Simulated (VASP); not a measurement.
Set up this calculation in VASP 6.6.1, as the native input.

| Item | Value |
| --- | --- |
| Task | single point |
| Functional | LDA |
| Potentials or basis | VASP PAW LDA potentials, release 64 (Pt) |
| Cutoff | 520 eV |
| k mesh | 23 × 23 × 23 |
| Occupations | fermi-dirac, width 0.1 eV |
| Spin | no spin polarisation |
| Dipole correction | no |
| Further INCAR settings | ALGO = Normal; EDIFF = 1e-07; NBANDS = 11 |

The structure of Pt lies in POSCAR:

```
Pt
1.0
    0.0000000000      1.8940488589      1.8940488589
    1.8940488589      0.0000000000      1.8940488589
    1.8940488589      1.8940488589      0.0000000000
Pt
1
Direct
    0.0000000000      0.0000000000      0.0000000000
```

This cell differs from its parent crystal: volume scaled by 0.92.

One way to write it, as run:

INCAR

```
SYSTEM = Pt
ALGO = Normal ; EDIFF = 1E-7
ENCUT = 520 ; ISIF = 2
ISMEAR = -1 ; LASPH = .TRUE.
LCHARG = .TRUE. ; LELF = .TRUE.
LREAL = .FALSE. ; LVHAR = .TRUE.
LWAVE = .FALSE. ; NBANDS = 11
NELM = 60 ; PREC = Accurate
SIGMA = 0.1
```

KPOINTS

```
k-points
0
G
  23 23 23
  0 0 0
```

Potentials or basis: VASP PAW LDA potentials, release 64 (Pt).

Command:

```bash
$ cat potpaw_LDA.64/Pt/POTCAR > POTCAR
$ mpirun -np 1 vasp_std > vasp.out
```

Results of the run:

| Property | Result |
| --- | --- |
| Pressure | 33.1 GPa |
| Band gap on the k mesh | zero (band 5 reaches 13.88 eV, above the bottom of band 6 at 11.24 eV) |

Caveat: spin-orbit coupling is left out, which moves the levels of the heavy elements.

It took 25 s on 1 thread of Intel(R) Xeon(R) Platinum 8488C (Sapphire Rapids), on a shared host, peak memory 0.16 GiB.
